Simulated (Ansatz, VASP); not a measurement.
# One calculation of Sc, two programs

Contents of INCAR:

```
SYSTEM = Sc
  PREC = Accurate
  ENCUT = 400
  EDIFF = 1E-6
  ISMEAR = 1
  SIGMA = 0.1
  LREAL = .False.
  LASPH = .True.
  NELM = 120
  ALGO = Normal
  ISIF = 2
  LWAVE = .False.
  LCHARG = .True.
  LDIPOL = .True.
  IDIPOL = 3
  DIPOL = 0.5 0.5 0.393
  GGA = PS
  IVDW = 12
  LELF = .True.
  LVHAR = .True.
  LVACPOTAV = .True.
  NBANDS = 30
  GGA_COMPAT = .False.
  NELMDL = -8
```

The input KPOINTS:

```
regular mesh
0
Gamma
  18 18 1
  0 0 0
```

File POSCAR:

```
Sc
1.0
    3.1238469550      0.0000000000      0.0000000000
   -1.5619234775      2.7053308205      0.0000000000
    0.0000000000      0.0000000000     27.5515292642
Sc
4
Direct
    0.6666666667      0.3333333333      0.2540693815
    0.3333333333      0.6666666667      0.3463841004
    0.6666666667      0.3333333333      0.4393002434
    0.3333333333      0.6666666667      0.5315348882
```

Input for Ansatz:

```yaml
crystal:
  lattice:
    - [3.123846955, 0.0, 0.0]
    - [-1.5619234775, 2.7053308205, 0.0]
    - [0.0, 0.0, 27.5515292642]
  atoms:
    - { symbol: Sc, position: [0.6666666667, 0.3333333333, 0.2540693815] }
    - { symbol: Sc, position: [0.3333333333, 0.6666666667, 0.3463841004] }
    - { symbol: Sc, position: [0.6666666667, 0.3333333333, 0.4393002434] }
    - { symbol: Sc, position: [0.3333333333, 0.6666666667, 0.5315348882] }
basis:
  ecutwfc: 420
kpoints:
  mp_grid: { grid: [18, 18, 1] }
hamiltonian:
  xc: pbesol
  dispersion: d3bj
  pseudopotentials: { kind: paw, azcp: { folder: soft_1 } }
scf:
  occupations: { method: methfessel_paxton, width: 0.1 }
  n_extra_bands: 7
  max_iter: 160
output:
  forces: true
  eigenvalues: true
  write_density: true
  write_potential: true
  elf: true
  volumetric_format: npy
efield:
  axis: 3
  dipole_correction: true
```

Alike in both runs: task single point; functional PBEsol; dispersion D3(BJ); k mesh 18 × 18 × 1; occupations methfessel-paxton of order 1, width 0.1 eV; no spin polarisation.

|  | VASP | Ansatz |
| --- | --- | --- |
| version | VASP 6.6.1 | Ansatz 0.2.0 |
| potentials or method | VASP PAW PBE potentials, release 64 (Sc_sv), cutoff 400 eV | scalar-relativistic, plane waves, PAW |
| valence electrons in the cell | 44 | 44 |

```csv
,VASP,Ansatz,Ansatz less VASP
gap on the k mesh at the Fermi level (eV),none,none,-
rms of the force components (eV/Å),0.019,0.019,+0.0001
```

VASP's potentials were made for PBE, not for PBEsol, and Ansatz warns of the same on its side. Atom by atom the forces differ by 0.002 eV/Å (rms over components). A gap of «none» marks a metal or a gap that the smearing closes. Ansatz's warnings: xc potential rough in thin density.
